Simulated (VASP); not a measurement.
# W: single point with r2SCAN

The system is W.

```xyz
1
Lattice="0.0000 1.9691 2.0909 1.9691 0.0000 2.0909 1.9691 1.9691 0.0000" Properties=species:S:1:pos:R:3 pbc="T T T"
W     0.0000    0.0000    0.0000
```

This cell differs from its parent crystal: strain -0.030 along x and y, +0.030 along z.

| Item | Value |
| --- | --- |
| Program | VASP 6.6.1 |
| Task | single point |
| Functional | r2SCAN |
| Potentials or basis | VASP PAW PBE potentials, release 64 (W_sv) |
| Cutoff | 520 eV |
| k mesh | 20 × 20 × 20 |
| Occupations | gaussian, width 0.15 eV |
| Spin | no spin polarisation |
| Dipole correction | no |
| Further INCAR settings | ALGO = Normal; EDIFF = 1e-06; NBANDS = 13 |

```json
{"Pressure": "1.1 GPa", "Band gap on the k mesh": "zero (bands 7 and 8 overlap by 3.84 eV)"}
```

Stress tensor (GPa, compression positive):
```
-4.14  0.00  0.00
 0.00 -4.14  0.00
 0.00  0.00 11.45
```

Levels at points of the mesh, in eV from the Fermi level:
| k point | band 3 | band 4 | band 5 | band 6 | band 7 | band 8 | band 9 | band 10 | band 11 | band 12 |
| --- | --- | --- | --- | --- | --- | --- | --- | --- | --- | --- |
| (0.00, 0.00, 0.00) | -38.61 | -38.61 | -9.66 | -1.34 | -0.37 | -0.37 | 1.99 | 3.38 | 13.32 | 17.62 |
| (0.50, 0.00, 0.00) | -38.88 | -38.73 | -6.08 | -1.38 | -0.36 | 0.39 | 5.01 | 5.43 | 10.94 | 12.86 |
| (0.50, 0.50, 0.00) | -38.99 | -38.99 | -5.99 | -4.93 | 2.14 | 5.41 | 5.90 | 5.90 | 12.85 | 13.00 |
| (0.50, 0.00, 0.50) | -39.20 | -39.08 | -5.89 | -4.98 | 3.40 | 5.13 | 5.44 | 6.40 | 11.50 | 12.48 |

Wall time 2.5 min on 1 thread of Intel(R) Xeon(R) 6975P-C (Granite Rapids) (shared host), peak memory 0.25 GiB.

Caveat: the cell differs from its parent crystal (strain -0.030 along x and y, +0.030 along z); the stress differs along the axes, from -4 to 11 GPa; the PAW data sets were made with another functional, which shifts forces and pressure a little; spin-orbit coupling is left out, which moves the levels of the heavy elements.
